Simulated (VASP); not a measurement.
C: relaxation of cell and atoms with PBE

C:

```xyz
2
Lattice="1.6469 0.0000 0.0000 0.0000 2.4663 0.0000 -0.3894 0.0000 5.0634" Properties=species:S:1:pos:R:3 pbc="T T T"
C     0.8235    0.6166    0.4376
C     0.4340    1.8497    4.6258
```

The cell was built from a structure type or drawn by symmetry, and may not be a known phase.

```
Program                : VASP 6.6.1
Task                   : relaxation of cell and atoms
Functional             : PBE
Potentials or basis    : VASP PAW PBE potentials, release 64 (C)
Cutoff                 : 600 eV
k mesh                 : 22 × 14 × 8
Occupations            : gaussian, width 0.02 eV
Spin                   : no spin polarisation
Dipole correction      : no
Further INCAR settings : ALGO = Normal; EDIFF = 1e-06; IBRION = 2; EDIFFG = -0.01; NSW = 100; ISIF = 3
```

```
Relaxed volume                        : 10.30 Å³/atom
Relaxed cell                          : a = 1.650 Å, b = 2.465 Å, c = 5.078 Å, α = 90.00°, β = 94.41°, γ = 90.00°
Space group after relaxing (to 0.1 Å) : P2_1/m (No. 11)
Energy gained by relaxing             : 0.1 meV/atom
Ionic steps                           : 5
Pressure after relaxing               : 0.0 GPa
```

Stress tensor (GPa, compression positive):
```
 0.02  0.00  0.00
 0.00  0.09  0.00
 0.00  0.00 -0.05
```

The path:
| step | energy change (eV) | largest force (eV/Å) | pressure (GPa) | volume (Å³) |
| --- | --- | --- | --- | --- |
| 1 | 0.0000 | 0.0200 | 0.35 | 20.57 |
| 2 | 0.0002 | 0.0839 | -0.66 | 20.63 |
| 3 | -0.0001 | 0.0223 | -0.07 | 20.59 |
| 4 | -0.0001 | 0.0312 | 0.13 | 20.59 |
| 5 | -0.0002 | 0.0015 | 0.02 | 20.59 |

Final structure:
```xyz
2
Lattice="1.6500 0.0000 0.0000 0.0000 2.4651 0.0000 -0.3902 0.0000 5.0626" Properties=species:S:1:pos:R:3 pbc="T T T"
C     0.8250    0.6163    0.4376
C     0.4348    1.8488    4.6250
```

Run time: 96 s on 1 thread of Intel(R) Xeon(R) 6975P-C (Granite Rapids) (shared host), peak memory 0.23 GiB.

Caveat: this functional lacks dispersion, which binds the layers, so the pressure and a relaxed spacing across them are unreliable.
